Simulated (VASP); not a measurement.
Wanted: the native input for a VASP 6.6.1 run.

| Item | Value |
| --- | --- |
| Task | relaxation of cell and atoms |
| Functional | RPBE |
| Dispersion | D4 |
| Potentials or basis | VASP PAW PBE potentials, release 64 (Sn_d, Se) |
| Cutoff | 600 eV |
| k mesh | 8 × 8 × 5 |
| Occupations | fermi-dirac, width 0.05 eV |
| Spin | no spin polarisation |
| Dipole correction | no |
| Further INCAR settings | ALGO = Normal; EDIFF = 1e-06; IBRION = 2; EDIFFG = -0.01; NSW = 60; ISIF = 3 |

The structure of SnSe2 lies in POSCAR:

```
SnSe2
1.0
    3.8110000000      0.0000000000      0.0000000000
   -1.9055000000      3.3004228138      0.0000000000
    0.0000000000      0.0000000000      6.1360000000
Sn Se
1 2
Direct
    0.0000000000      0.0000000000      0.0000000000
    0.6666666667      0.3333333333      0.7510000000
    0.3333333333      0.6666666667      0.2490000000
```

The input as run:

INCAR

```
  ALGO = Normal
  EDIFF = 1E-6
  EDIFFG = -0.01
  ENCUT = 600
  GGA = RP
  IBRION = 2
  ISIF = 3
  ISMEAR = -1
  IVDW = 13
  LASPH = True
  LCHARG = False
  LREAL = False
  LWAVE = False
  NELM = 80
  NSW = 60
  PREC = Accurate
  SIGMA = 0.05
```

KPOINTS

```
k-points
0
Gamma
  8 8 5
```

Potentials or basis: VASP PAW PBE potentials, release 64 (Sn_d, Se).

Run with:

```console
$ cat potpaw_PBE.64/Sn_d/POTCAR potpaw_PBE.64/Se/POTCAR > POTCAR
$ mpirun -np 1 vasp_std > vasp.out
```

Results of the run:

The relaxed volume is 24.73 Å³/atom, the relaxed cell is a = 3.821 Å, b = 3.821 Å, c = 5.868 Å, α = 90.00°, β = 90.00°, γ = 120.00° and the space group after relaxing (to 0.1 Å) is P-3m1 (No. 164). The energy gained by relaxing is 27.1 meV/atom and the ionic steps are 16. The pressure after relaxing is 0.0 GPa, the band gap on the k mesh is 0.42 eV (least direct gap 0.86 eV) and the dispersion energy per atom is -0.792 eV.

Caveat: the PAW data sets were made with another functional, which shifts forces and pressure a little; spin-orbit coupling is left out, which moves the levels of the heavy elements; an odd mesh through Γ misses points on the zone boundary, where band edges can lie.

Wall time 13 min on 1 thread of AMD EPYC 7R13, on a shared host, peak memory 0.22 GiB.
